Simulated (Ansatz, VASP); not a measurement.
**YN: VASP beside Ansatz**

```
Y N
1.0
     0.00000    2.41923    2.46476
     2.41923    0.00000    2.46476
     2.41923    2.41923    0.00000
Y N
1 1
Direct
  0.00000 0.00000 0.00000
  0.50000 0.50000 0.50000
```

Change from the starting cell: strained cell.

Alike in both runs: functional PBEsol; k mesh 10 × 10 × 10; occupations gaussian, width 0.01 eV; no spin polarisation.

Ansatz relaxed the structure, and its values are those at the end. VASP's run is a single point on that final structure, the one shown.

|  | VASP | Ansatz |
| --- | --- | --- |
| version | VASP 6.6.1 | Ansatz 0.2.0 |
| potentials or method | VASP PAW PBE potentials, release 64 (Y_sv, N), cutoff 600 eV | scalar-relativistic, plane waves, PAW |
| valence electrons in the cell | 16 | 16 |

VASP gave:

- gap on the k mesh at the Fermi level (eV): 0.04
- least direct gap on the mesh (eV): 0.42
- pressure (GPa): -1.3

**Question.** Which values does Ansatz return?

**Answer.** gap on the k mesh at the Fermi level (eV): 0.04; least direct gap on the mesh (eV): 0.42; pressure (GPa): -1.1.

VASP's potentials were made for PBE, not for PBEsol, and Ansatz warns of the same on its side. Ansatz's warnings: stress scf threshold loose.
